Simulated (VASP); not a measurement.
Write the native input for VASP 6.6.1 that does the following.

```yaml
Task: single point
Functional: revPBE
Potentials_or_basis: VASP PAW PBE potentials, release 64 (Os)
Cutoff: 520 eV
k_mesh: 11 × 11 × 11
Occupations: fermi-dirac, width 0.1 eV
Spin: no spin polarisation
Dipole_correction: no
Further_INCAR_settings: ALGO = Normal; EDIFF = 1e-06; NBANDS = 15
```

The structure of Os lies in POSCAR:

```
Os
1.0
    0.0000000000      2.7491805790      2.7491805790
    2.7491805790      0.0000000000      2.7491805790
    2.7491805790      2.7491805790      0.0000000000
Os
2
Direct
    0.1250000000      0.1250000000      0.1250000000
    0.8750000000      0.8750000000      0.8750000000
```

This isn't the form of Os at room conditions, which is hcp.

These files were run (other wordings do the same):

INCAR

```
PREC = Accurate
ENCUT = 520
EDIFF = 1E-6
ISMEAR = -1
SIGMA = 0.1
LREAL = False
LASPH = True
NELM = 80
ALGO = Normal
ISIF = 2
LWAVE = False
LCHARG = True
GGA = RE
LELF = True
LVHAR = True
NBANDS = 15
```

KPOINTS

```
regular mesh
0
Gamma
  11 11 11
```

Potentials or basis: VASP PAW PBE potentials, release 64 (Os).

Command:

```bash
$ cat potpaw_PBE.64/Os/POTCAR > POTCAR
$ mpirun -np 1 vasp_std > vasp.out
```

Results of the run:

The pressure is 7.6 GPa and the band gap on the k mesh is zero (bands 8 and 9 overlap by 1.05 eV).

Caveat: the cell stands under pressure; the PAW data sets were made with another functional, which shifts forces and pressure a little; spin-orbit coupling is left out, which moves the levels of the heavy elements.

Wall time 43 s on 1 thread of Intel Xeon 8259CL, with other jobs on the host, peak memory 0.18 GiB.
